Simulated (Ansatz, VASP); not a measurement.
One calculation of PH12C6SN3, two programs

```
H P C S N
1.0
     4.60585    2.65919    2.73157
    -4.60585    2.65919    2.73157
     0.00000   -5.31838    2.73157
H P C S N
12 1 6 1 3
Cartesian
  -3.7195 -0.4773 4.9434
  2.2731 -2.9826 4.9434
  1.4464 3.4598 4.9434
  3.7195 -0.4773 4.9434
  -2.2731 -2.9826 4.9434
  -1.4464 3.4598 4.9434
  2.0834 1.2028 5.8483
  -2.0834 1.2028 5.8483
  0.0000 -2.4057 5.8483
  1.2073 0.6970 4.3875
  -1.2073 0.6970 4.3875
  0.0000 -1.3941 4.3875
  0.0000 0.0000 0.0369
  0.0000 1.6212 7.3750
  -1.4040 -0.8106 7.3750
  1.4040 -0.8106 7.3750
  1.1931 0.6888 5.4801
  -1.1931 0.6888 5.4801
  0.0000 -1.3776 5.4801
  0.0000 0.0000 1.9913
  0.0000 1.4212 5.9190
  -1.2308 -0.7106 5.9190
  1.2308 -0.7106 5.9190
```

Alike in both runs: functional r2SCAN; dispersion D3(BJ); k mesh 6 × 6 × 6; occupations gaussian, width 0.02 eV; no spin polarisation.

Ansatz relaxed the structure, and its values are those at the end. VASP's run is a single point on that final structure, the one shown.

|  | VASP | Ansatz |
| --- | --- | --- |
| version | VASP 6.6.1 | Ansatz 0.2.0 |
| potentials or method | VASP PAW PBE potentials, release 64 (H, P, C, S, N), cutoff 520 eV | scalar-relativistic, plane waves, PAW |
| valence electrons in the cell | 62 | 62 |

|  | VASP | Ansatz | Ansatz less VASP |
| --- | --- | --- | --- |
| gap on the k mesh at the Fermi level (eV) | 4.62 | 4.61 | -0.010 |
| least direct gap on the mesh (eV) | 4.85 | 4.84 | -0.011 |
| pressure (GPa) | 0.1 | 0.0 | -0.13 |
| rms of the force components (eV/Å) | 0.044 | 0.003 | -0.0409 |

VASP's potentials were made for PBE, not for r2SCAN. Ansatz's warnings: dispersion damping borrowed.
